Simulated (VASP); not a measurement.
**In3SbTe2: single point with PBE**

Crystal: In3SbTe2.

```
In Sb Te
1.0
    -2.23688    3.12602    6.51279
     2.23688   -3.12602    6.51279
     2.23688    3.12602   -6.51279
In Sb Te
3 1 2
Direct
  0.00000 0.00000 0.00000
  0.66096 0.66096 0.00000
  0.33904 0.33904 0.00000
  0.50000 0.00000 0.50000
  0.17127 0.67127 0.50000
  0.82873 0.32873 0.50000
```

* Program: VASP 6.6.1
* Task: single point
* Functional: PBE
* Potentials or basis: VASP PAW PBE potentials, release 64 (In_d, Sb, Te)
* Cutoff: 520 eV
* k mesh: 6 × 6 × 6
* Occupations: gaussian, width 0.1 eV
* Spin: no spin polarisation

```
Pressure               : -0.2 GPa
Largest force          : 0.091 eV/Å
Band gap on the k mesh : zero (band 28 reaches 6.97 eV, above the bottom of band 29 at 4.95 eV)
```

Forces in eV/Å, atoms in the order of the input:
```
In   0.000  0.000  0.000
In   0.000  0.000 -0.091
In   0.000  0.000  0.091
Sb   0.000  0.000  0.000
Te   0.000  0.000 -0.006
Te   0.000  0.000  0.006
```

Stress tensor (GPa, compression positive):
```
-0.60  0.00  0.00
 0.00 -0.17  0.00
 0.00  0.00  0.13
```

Levels at points of the mesh, in eV from the Fermi level:
```
           k point  band 25  band 26  band 27  band 28  band 29  band 30  band 31  band 32
(0.00, 0.00, 0.00)    -1.80    -1.05    -0.96    -0.95    -0.67    -0.24     3.96     3.97
(0.50, 0.00, 0.00)    -1.33    -0.89    -0.61    -0.03     0.33     1.42     2.06     2.16
(0.00, 0.50, 0.00)    -2.76    -2.44    -2.32    -1.84    -0.04     0.47     3.04     3.35
(0.50, 0.50, 0.00)    -2.75    -0.86    -0.59     0.32     1.20     1.53     2.22     2.33
(0.50, 0.50, 0.50)    -2.32    -1.74    -1.06    -0.17     1.28     1.70     2.39     2.43
```

It took 6.3 min on 1 thread of AMD EPYC 7R43 64-Core Processor (Zen 3), with other jobs on the host, peak memory 0.57 GiB.

Caveat: spin-orbit coupling is left out, which moves the levels of the heavy elements.
